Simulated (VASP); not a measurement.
MnSe:

```
Mn Se
1.0
     0.00000    2.72000    2.72000
     2.72000    0.00000    2.72000
     2.72000    2.72000    0.00000
Mn Se
1 1
Cartesian
  0.0000 0.0000 0.0000
  2.7200 2.7200 2.7200
```

Base run:

```yaml
Program: VASP 6.6.1
Functional: PBEsol
Potentials_or_basis: VASP PAW PBE potentials, release 64 (Mn_pv, Se)
Cutoff: 520 eV
k_mesh: 7 × 7 × 7
Occupations: fermi-dirac, width 0.1 eV
Spin: collinear spin, ferromagnetic start
Starting_moments: "[2.8, 0.0] μB"
Hubbard_terms: Mn d U = 2.0 eV
```

Its results: pressure -1.1 GPa; net moment 4.94 μB per cell; site moments Mn +4.47; Se +0.10 μB.

**Question.** After a change of settings the same cell gave: pressure 1.0 GPa; net moment 5.00 μB per cell; site moments Mn +4.59; Se +0.08 μB. Which change was it?
A. hubbard terms from Mn d U = 2.0 eV to none; further incar settings from ALGO = Normal; EDIFF = 1e-07; NBANDS = 20 to ALGO = Normal; EDIFF = 1e-06; NBANDS = 20
B. hubbard terms from Mn d U = 2.0 eV to Mn d U = 6.0 eV; further incar settings from ALGO = Normal; EDIFF = 1e-07; NBANDS = 20 to ALGO = Normal; EDIFF = 1e-06; NBANDS = 20
C. hubbard terms from Mn d U = 2.0 eV to Mn d U = 4.0 eV

**Answer.** C.

Caveats: the PAW data sets were made with another functional, which shifts forces and pressure a little; a cell with one magnetic atom can't hold antiferromagnetic order, which such compounds often take.
